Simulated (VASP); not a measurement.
# Al2Cu (I4/mcm) in VASP: notebook, part 2 of 2

VASP 6.6.1. Earlier steps stand in the parts before.

## 3. Single point, PBE (strain +0.000 along x and y, -0.030 along z)

Input file INCAR:

```
SYSTEM = Al2Cu
ALGO = Fast
EDIFF = 1E-6
ENCUT = 520
GGA = PE
ISIF = 2
ISMEAR = 0
LASPH = .TRUE.
LCHARG = .FALSE.
LREAL = .FALSE.
LWAVE = .FALSE.
NBANDS = 26
NELM = 80
PREC = Accurate
SIGMA = 0.15
```

Input file KPOINTS:

```
k-points
0
G
  12 12 12
  0 0 0
```

Input file POSCAR:

```
Al2Cu
1.0
   -3.0261888817      3.0261888817      2.3683689267
    3.0261888817     -3.0261888817      2.3683689267
    3.0261888817      3.0261888817     -2.3683689267
Al Cu
4 2
Direct
    0.1587211842      0.6587211842      0.8174423684
    0.6587211842      0.8412788158      0.5000000000
    0.8412788158      0.3412788158      0.1825576316
    0.3412788158      0.1587211842      0.5000000000
    0.7500000000      0.7500000000      0.0000000000
    0.2500000000      0.2500000000      0.0000000000
```

Potentials or basis: VASP PAW PBE potentials, release 64 (Al, Cu).

Started as:

```bash
$ cat potpaw_PBE.64/Al/POTCAR potpaw_PBE.64/Cu/POTCAR > POTCAR
$ mpirun -np 1 vasp_std > vasp.out
```

OUTCAR:

```text
SYSTEM = Al2Cu
   EDIFF = 1E-6
   ENCUT = 520
   GGA = PE
   ISIF = 2
   ISMEAR = 0
   LASPH = .TRUE.
   LREAL = .FALSE.
   NELM = 80
   PREC = Accurate

 ion  position               nearest neighbor table
   1  0.159  0.659  0.817-   5 2.57   6 2.57   5 2.57   6 2.57   3 2.72   3 2.84   3 2.84   2 3.05
                             4 3.05   4 3.05   2 3.05   2 3.22   4 3.22   4 3.22   2 3.22
   2  0.659  0.841  0.500-   5 2.57   5 2.57   6 2.57   6 2.57   4 2.72   4 2.84   4 2.84   1 3.05
                             3 3.05   1 3.05   3 3.05   1 3.22   3 3.22   3 3.22   1 3.22
   3  0.841  0.341  0.183-   5 2.57   6 2.57   5 2.57   6 2.57   1 2.72   1 2.84   1 2.84   4 3.05
                             2 3.05   2 3.05   4 3.05   4 3.22   2 3.22   4 3.22   2 3.22
   4  0.341  0.159  0.500-   6 2.57   6 2.57   5 2.57   5 2.57   2 2.72   2 2.84   2 2.84   1 3.05
                             3 3.05   1 3.05   3 3.05   1 3.22   3 3.22   1 3.22   3 3.22
   5  0.750  0.750  0.000-   6 2.37   6 2.37   1 2.57   3 2.57   1 2.57   3 2.57   2 2.57   2 2.57
                             4 2.57   4 2.57
   6  0.250  0.250  0.000-   5 2.37   5 2.37   1 2.57   3 2.57   1 2.57   3 2.57   4 2.57   4 2.57
                             2 2.57   2 2.57

  LATTYP: Found a body centered tetragonal cell.
 ALAT       =     6.0523777634
 C/A-ratio  =     0.7826242906

  Lattice vectors:

 A1 = (  -3.0261888817,   3.0261888817,   2.3683689267)
 A2 = (   3.0261888817,  -3.0261888817,   2.3683689267)
 A3 = (   3.0261888817,   3.0261888817,  -2.3683689267)

Analysis of symmetry for initial positions (statically):
=====================================================================
 Subroutine PRICEL returns:
 Original cell was already a primitive cell.

 Routine SETGRP: Setting up the symmetry group for a
 body centered tetragonal supercell.

 Subroutine GETGRP returns: Found 16 space group operations
 (whereof  8 operations were pure point group operations)
 out of a pool of 16 trial point group operations.

The static configuration has the point symmetry C_4h.
 The point group associated with its full space group is D_4h.

Analysis of symmetry for dynamics (positions and initial velocities):
=====================================================================
 Subroutine PRICEL returns:
 Original cell was already a primitive cell.

 Routine SETGRP: Setting up the symmetry group for a
 body centered tetragonal supercell.

 Subroutine GETGRP returns: Found 16 space group operations
 (whereof  8 operations were pure point group operations)
 out of a pool of 16 trial point group operations.

The dynamic configuration has the point symmetry C_4h.
 The point group associated with its full space group is D_4h.

 Subroutine INISYM returns: Found 16 space group operations
 (whereof  8 operations are pure point group operations),
 and found     1 'primitive' translations

----------------------------------------------------------------------------------------

                                     Primitive cell

  volume of cell :      86.7564

  direct lattice vectors                    reciprocal lattice vectors
    -3.026188882  3.026188882  2.368368927     0.000000000  0.165224320  0.211115758
     3.026188882 -3.026188882  2.368368927     0.165224320  0.000000000  0.211115758
     3.026188882  3.026188882 -2.368368927     0.165224320  0.165224320  0.000000000

  length of vectors
     4.891299384  4.891299384  4.891299384     0.268083828  0.268083828  0.233662474

  position of ions in fractional coordinates (direct lattice)
[... 45 lines left out ...]
  0.083333 -0.000000  0.000000      8.000000
  0.166667  0.000000 -0.000000      8.000000
  0.250000  0.000000  0.000000      8.000000
  0.333333  0.000000  0.000000      8.000000
  0.416667  0.000000 -0.000000      8.000000
[... 16 lines left out ...]
  0.500000  0.166667 -0.000000     16.000000
 -0.416667  0.166667  0.000000     16.000000
 [... further k-points ...]
   k-points           NKPTS =    163   k-points in BZ     NKDIM =    163   number of bands    NBANDS=     26
   number of dos      NEDOS =    301   number of ions     NIONS =      6
   total plane-waves  NPLWV =  46656
   dimension x,y,z NGX =    36 NGY =   36 NGZ =   36
   dimension x,y,z NGXF=    72 NGYF=   72 NGZF=   72
   ions per type =               4   2
   NGX,Y,Z   is equivalent  to a cutoff of  12.24, 12.24, 12.24 a.u.
   NGXF,Y,Z  is equivalent  to a cutoff of  24.47, 24.47, 24.47 a.u.
 SYSTEM =  Al2Cu
   PREC   = accura    normal or accurate (medium, high low for compatibility)
   ISTART =      0    job   : 0-new  1-cont  2-samecut
   ICHARG =      2    charge: 1-file 2-atom 10-const
   ISPIN  =      1    spin polarized calculation?
   LNONCOLLINEAR =      F non collinear calculations
   LSORBIT =      F    spin-orbit coupling
   LASPH  =      T    aspherical Exc in radial PAW
   ENCUT  =  520.0 eV  38.22 Ry    6.18 a.u.   9.09  9.09  9.09*2*pi/ulx,y,z
   NELM   =     80;   NELMIN=  2; NELMDL= -5     # of ELM steps
   EDIFF  = 0.1E-05   stopping-criterion for ELM
   LREAL  =      F    real-space projection
[... 7 lines left out ...]
   TEBEG  =    0.0;   TEEND  =   0.0 temperature during run
   PSTRESS=    0.0 pullay stress
   NELECT =      34.0000    total number of electrons
   NUPDOWN=      -1.0000    fix difference up-down
   EMIN   =  10.00;   EMAX   =-10.00  energy-range for DOS
   EFERMI =   0.00;   METHOD = LEGACY
   ISMEAR =     0;   SIGMA  =   0.15  broadening in eV -4-tet -1-fermi 0-gaus
   EFERMI_NEDOS =   21; number of points for ismear=-14 and -15
   IALGO  =     68    algorithm
   IMIX   =      4    mixing-type and parameters
     AMIX     =   0.40;   BMIX     =  1.00
     AMIX_MAG =   1.60;   BMIX_MAG =  1.00
  volume/ion in A,a.u.               =      14.46        97.58
  Fermi-wavevector in a.u.,A,eV,Ry     =   1.198029  2.263947 19.528082  1.435274
  Thomas-Fermi vector in A             =   2.333929
   LORBIT       =      0    0 simple, 1 ext, 2 COOP (PROOUT), +10 PAW based schemes
   GGA     = PE    functional components
   LHFCALC =     F    Hartree Fock is set to
   AEXX    =    0.0000 exact exchange contribution
   IVDW    =     0    specifies the selected vdW correction
   LEPSILON=     F    determine dielectric tensor
   LRPA    =     F    only Hartree local field effects (RPA)
 non-spin polarized calculation
 RMM-DIIS sequential band-by-band and
 Gauss-broadening in eV      SIGMA  =   0.15
  energy-cutoff  :      520.00
  volume of cell :       86.76
 maximum number of plane-waves:      2365
   NGX = 19   NGY = 19   NGZ = 19

 number of electron      34.0000001 magnetization

 Free energy of the ion-electron system (eV)
  ---------------------------------------------------
  ext. energy  EPLUGINS =         0.00000000
  ---------------------------------------------------
  free energy    TOTEN  =       -23.33846017 eV

  energy without entropy =      -23.31540936  energy(sigma->0) =      -23.32693476

 E-fermi :   8.3314     XC(G=0): -10.9836

 val. band max:        8.3280377761   @ k =  -0.3333   0.0833   0.0000
 cond. band min:       8.3519890822   @ k =   0.5000   0.5000   0.1667
 fundamental gap:      0.0239513061
 Fermi energy:         8.3313662507

 k-point     1 :       0.0000    0.0000    0.0000
  band No.  band energies     occupation
      1      -2.6513      2.00000
      2       2.8237      2.00000
      3       3.0102      2.00000
      4       3.0734      2.00000
      5       3.0734      2.00000
      6       3.9947      2.00000
[... 685 lines left out ...]
     25      14.2484      0.00000
     26      15.6789      0.00000

 [... further k-points ...]

------------------------ aborting loop because EDIFF is reached ----------------------------------------

  FORCE on cell =-STRESS in cart. coord.  units (eV):
  Direction    XX          YY          ZZ          XY          YZ          ZX
  --------------------------------------------------------------------------------------
  -------------------------------------------------------------------------------------
  Total        1.1674716      1.1674716      3.2257844      0.0000000      0.0000000     -0.0000000
  in kB       21.5603350     21.5603350     59.5723205      0.0000000      0.0000000     -0.0000000
  external PRESSURE =      34.2309968 kB  Pullay stress =       0.0000000 kB

 VOLUME and BASIS-vectors are now :
 -----------------------------------------------------------------------------
  energy-cutoff  :      520.00
  volume of cell :       86.76
      direct lattice vectors                 reciprocal lattice vectors
    -3.026188882  3.026188882  2.368368927     0.000000000  0.165224320  0.211115758
     3.026188882 -3.026188882  2.368368927     0.165224320  0.000000000  0.211115758
     3.026188882  3.026188882 -2.368368927     0.165224320  0.165224320  0.000000000

 POSITION                                       TOTAL-FORCE (eV/Angst)
 -----------------------------------------------------------------------------------
      3.98683      0.96064     -0.00000        -0.081480     -0.081480     -0.000000
      2.06555      0.96064      2.36837         0.081480     -0.081480     -0.000000
     -0.96064      2.06555      2.36837         0.081480      0.081480      0.000000
      0.96064      2.06555      0.00000        -0.081480      0.081480      0.000000
      0.00000      0.00000      3.55255         0.000000      0.000000     -0.000000
      0.00000      0.00000      1.18418        -0.000000     -0.000000     -0.000000
 -----------------------------------------------------------------------------------
    total drift:                                0.000000     -0.000000      0.000000

  FREE ENERGIE OF THE ION-ELECTRON SYSTEM (eV)
  ---------------------------------------------------
  free  energy   TOTEN  =       -23.3384601660 eV

  energy  without entropy=      -23.3154093613  energy(sigma->0) =      -23.32693476
```

OSZICAR:

```text
N       E                     dE             d eps       ncg     rms          rms(c)
DAV:   1     0.186653495721E+03    0.18665E+03   -0.13640E+04  8484   0.147E+03
DAV:   2    -0.162958126498E+02   -0.20295E+03   -0.19018E+03  8500   0.287E+02
DAV:   3    -0.278003901143E+02   -0.11505E+02   -0.10811E+02 10854   0.886E+01
DAV:   4    -0.281341073136E+02   -0.33372E+00   -0.33214E+00 12644   0.131E+01
DAV:   5    -0.281394245497E+02   -0.53172E-02   -0.53162E-02 12750   0.164E+00    0.216E+01
RMM:   6    -0.334990312456E+02   -0.53596E+01   -0.10185E+02 10322   0.134E+02    0.188E+01
RMM:   7    -0.236505708449E+02    0.98485E+01   -0.30749E+01  9022   0.774E+01    0.309E+00
RMM:   8    -0.233955112254E+02    0.25506E+00   -0.18059E+00  9327   0.185E+01    0.115E+00
RMM:   9    -0.233426435609E+02    0.52868E-01   -0.43266E-01  9643   0.279E+00    0.423E-01
RMM:  10    -0.233435123999E+02   -0.86884E-03   -0.47322E-02 10480   0.243E+00    0.415E-01
RMM:  11    -0.233382162944E+02    0.52961E-02   -0.97470E-03 10869   0.876E-01    0.790E-02
RMM:  12    -0.233385200059E+02   -0.30371E-03   -0.29867E-03 11931   0.345E-01    0.695E-02
RMM:  13    -0.233384822676E+02    0.37738E-04   -0.70112E-04 11396   0.173E-01    0.258E-02
RMM:  14    -0.233384571428E+02    0.25125E-04   -0.12628E-04 10843   0.101E-01    0.147E-02
RMM:  15    -0.233384595620E+02   -0.24192E-05   -0.35274E-05 12059   0.417E-02    0.127E-02
RMM:  16    -0.233384601660E+02   -0.60395E-06   -0.54717E-06  8809   0.159E-02
   1 F= -.23338460E+02 E0= -.23326935E+02  d E =-.230508E-01
```

Wall time 5.4 min (1 thread of Intel Xeon Platinum 8259CL at 2.50GHz (Skylake/Cascade Lake), shared host); peak memory 0.42 GiB.

What came out:

| Quantity | Value |
| --- | --- |
| Free energy | -23.3385 eV |
| Pressure | 3.4 GPa |
| Largest force | 0.115 eV/Å |
| Band gap on the k mesh | zero (bands 17 and 18 overlap by 4.50 eV) |

Forces in eV/Å, atoms in the order of the input:
```
Al  -0.081 -0.081  0.000
Al   0.081 -0.081  0.000
Al   0.081  0.081  0.000
Al  -0.081  0.081  0.000
Cu   0.000  0.000  0.000
Cu   0.000  0.000  0.000
```

Caveat: the cell differs from its parent crystal (strain +0.000 along x and y, -0.030 along z); the cell stands under pressure.

## 4. Single point, PBE (strain +0.000 along x and y, +0.015 along z)

Input file INCAR:

```
ALGO = Fast
EDIFF = 1E-6
ENCUT = 520
GGA = PE
ISIF = 2
ISMEAR = 0
LASPH = T
LCHARG = T
LELF = T
LREAL = F
LVHAR = T
LWAVE = F
NBANDS = 26
NELM = 80
PREC = Accurate
SIGMA = 0.15
```

Input file KPOINTS:

```
k-points
0
Gamma
  12 12 12
```

POSCAR, as its differences from that of step 3:

```diff
@@ -2,5 +2,5 @@
 1.0
-   -3.0261888817      3.0261888817      2.3683689267
-    3.0261888817     -3.0261888817      2.3683689267
-    3.0261888817      3.0261888817     -2.3683689267
+   -3.0261888817      3.0261888817      2.4782417120
+    3.0261888817     -3.0261888817      2.4782417120
+    3.0261888817      3.0261888817     -2.4782417120
 Al Cu
```

Started as:

```bash
$ cat potpaw_PBE.64/Al/POTCAR potpaw_PBE.64/Cu/POTCAR > POTCAR
$ mpirun -np 1 vasp_std > vasp.out
```

Run time: 19 min. Hardware: 1 thread of Intel Xeon 8259CL, shared host; peak memory 0.44 GiB.

The run converged. Its results:

```
Free energy            : -23.3791 eV
Pressure               : -0.5 GPa
Largest force          : 0.023 eV/Å
Band gap on the k mesh : zero (bands 17 and 18 overlap by 4.19 eV)
```

Forces on the atoms (eV/Å):
```
Al   0.016  0.016  0.000
Al  -0.016  0.016  0.000
Al  -0.016 -0.016  0.000
Al   0.016 -0.016  0.000
Cu   0.000  0.000  0.000
Cu   0.000  0.000  0.000
```

Stress tensor (GPa, compression positive):
```
 0.12  0.00  0.00
 0.00  0.12  0.00
 0.00  0.00 -1.74
```

Levels at points of the mesh, in eV from the Fermi level:
```
           k point  band 13  band 14  band 15  band 16  band 17  band 18  band 19  band 20  band 21  band 22
(0.00, 0.00, 0.00)    -2.77    -1.83    -1.39    -1.18    -1.18    -0.82    -0.43     0.10     1.30     1.30
(0.50, 0.00, 0.00)    -3.00    -3.00    -2.54    -2.54     0.30     0.30     4.07     4.07     4.21     4.21
(0.50, 0.50, 0.00)    -2.90    -2.78    -1.29    -1.25    -0.97    -0.75     0.89     1.35     4.68     4.77
(0.50, 0.50, 0.50)    -3.25    -3.20    -3.20    -1.86     2.48     2.97     2.97     3.35     3.87     4.55
```

Caveat: the cell differs from its parent crystal (strain +0.000 along x and y, +0.015 along z).

## 5. Single point, PBE (strain +0.000 along x and y, +0.030 along z)

Input file INCAR:

```
SYSTEM = Al2Cu
PREC = Accurate
ENCUT = 520
EDIFF = 1E-7
ISMEAR = 0
SIGMA = 0.15
LREAL = .FALSE.
LASPH = .TRUE.
NELM = 60
ALGO = Fast
ISIF = 2
LWAVE = .FALSE.
LCHARG = .FALSE.
GGA = PE
NBANDS = 26
```

Input file KPOINTS:

```
regular mesh
0
G
  12 12 12
  0 0 0
```

POSCAR, as its differences from that of step 4:

```diff
@@ -2,5 +2,5 @@
 1.0
-   -3.0261888817      3.0261888817      2.4782417120
-    3.0261888817     -3.0261888817      2.4782417120
-    3.0261888817      3.0261888817     -2.4782417120
+   -3.0261888817      3.0261888817      2.5148659737
+    3.0261888817     -3.0261888817      2.5148659737
+    3.0261888817      3.0261888817     -2.5148659737
 Al Cu
```

Started as:

```bash
$ cat potpaw_PBE.64/Al/POTCAR potpaw_PBE.64/Cu/POTCAR > POTCAR
$ mpirun -np 1 vasp_std > vasp.out
```

Wall time 26 min (1 thread of Intel Xeon 8259CL, shared host); peak memory 0.45 GiB.

Results (log left out):

```
Free energy            : -23.3502 eV
Pressure               : -2.4 GPa
Largest force          : 0.066 eV/Å
Band gap on the k mesh : zero (bands 17 and 18 overlap by 4.01 eV)
```

Forces on the atoms (eV/Å):
```
Al   0.047  0.047  0.000
Al  -0.047  0.047  0.000
Al  -0.047 -0.047  0.000
Al   0.047 -0.047  0.000
Cu   0.000  0.000  0.000
Cu   0.000  0.000  0.000
```

Stress tensor (GPa, compression positive):
```
-1.33  0.00  0.00
 0.00 -1.33  0.00
 0.00  0.00 -4.56
```

Levels at points of the mesh, in eV from the Fermi level:
| k point | band 14 | band 15 | band 16 | band 17 | band 18 | band 19 | band 20 | band 21 |
| --- | --- | --- | --- | --- | --- | --- | --- | --- |
| (0.00, 0.00, 0.00) | -1.72 | -1.44 | -1.18 | -1.18 | -0.86 | -0.44 | 0.13 | 1.18 |
| (0.50, 0.00, 0.00) | -2.95 | -2.50 | -2.50 | 0.35 | 0.35 | 3.90 | 3.90 | 4.20 |
| (0.50, 0.50, 0.00) | -2.77 | -1.30 | -1.17 | -0.90 | -0.82 | 0.97 | 1.44 | 4.70 |
| (0.50, 0.50, 0.50) | -3.19 | -3.18 | -1.89 | 2.41 | 2.96 | 2.96 | 3.37 | 3.73 |

Caveat: the cell differs from its parent crystal (strain +0.000 along x and y, +0.030 along z).

## 6. The runs side by side

| cell | further INCAR settings | gap on the mesh (eV) | pressure (GPa) | largest force (eV/Å) |
| --- | --- | --- | --- | --- |
| a = 4.854 Å, angles 105.6, 105.6, 117.6°, 6 atoms | ALGO = Fast; EDIFF = 1e-06; NBANDS = 26 | none | 4.5 | 0.17 |
| a = 4.891 Å, angles 103.6, 103.6, 122.1°, 6 atoms | ALGO = Fast; EDIFF = 1e-06; NBANDS = 26 | none | 3.4 | 0.12 |
| a = 4.945 Å, angles 104.5, 104.5, 119.9°, 6 atoms | ALGO = Fast; EDIFF = 1e-06; NBANDS = 26 | none | -0.5 | 0.02 |
| a = 4.964 Å, angles 104.9, 104.9, 119.1°, 6 atoms | ALGO = Fast; EDIFF = 1e-07; NBANDS = 26 | none | -2.4 | 0.07 |

Alike in all rows: task single point; level PBE; potentials or basis VASP PAW PBE potentials, release 64 (Al, Cu); no spin polarisation; k mesh 12 × 12 × 12; cutoff (eV) 520; smearing gaussian 0.15 eV.

Caveats: the stress differs along the axes, from -0 to 7 GPa (at least some runs); the cell stands under pressure (at least some runs).

Absolute energies hang on the potentials; compare differences alone.

The gap in the log of VASP goes by the Fermi energy; the results here count the filled bands.